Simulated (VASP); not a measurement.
The system is CoO.

```
Co O
1.0
     1.47474    0.85144    2.39012
    -1.47474    0.85144    2.39012
     0.00000   -1.70288    2.39012
Co O
1 1
Direct
  0.00000 0.00000 0.00000
  0.50000 0.50000 0.50000
```

This cell differs from its parent crystal: volume scaled by 0.94.

Base run:

* Program: VASP 6.6.1
* Functional: LDA
* Potentials or basis: VASP PAW LDA potentials, release 64 (Co, O)
* Cutoff: 520 eV
* k mesh: 11 × 11 × 11
* Occupations: fermi-dirac, width 0.05 eV
* Spin: collinear spin, ferromagnetic start
* Starting moments: [2.0, 0.0] μB

Its results: pressure -12.8 GPa; net moment 2.30 μB per cell; site moments Co +2.05; O +0.20 μB.

Question: After a change of settings the same cell gave: pressure 8.3 GPa; net moment 3.00 μB per cell; site moments Co +2.69; O +0.30 μB. Which change was it?
A. functional from LDA to PBE; potentials or basis from VASP PAW LDA potentials, release 64 (Co, O) to VASP PAW PBE potentials, release 64 (Co, O)
B. further incar settings from ALGO = Normal; EDIFF = 1e-06; NBANDS = 18 to ALGO = Normal; EDIFF = 1e-07; NBANDS = 18
C. functional from LDA to r2SCAN; potentials or basis from VASP PAW LDA potentials, release 64 (Co, O) to VASP PAW PBE potentials, release 64 (Co, O)

Answer: C.

Caveats: a cell with one magnetic atom can't hold antiferromagnetic order, which such compounds often take; the PAW data sets were made with another functional, which shifts forces and pressure a little (some runs).
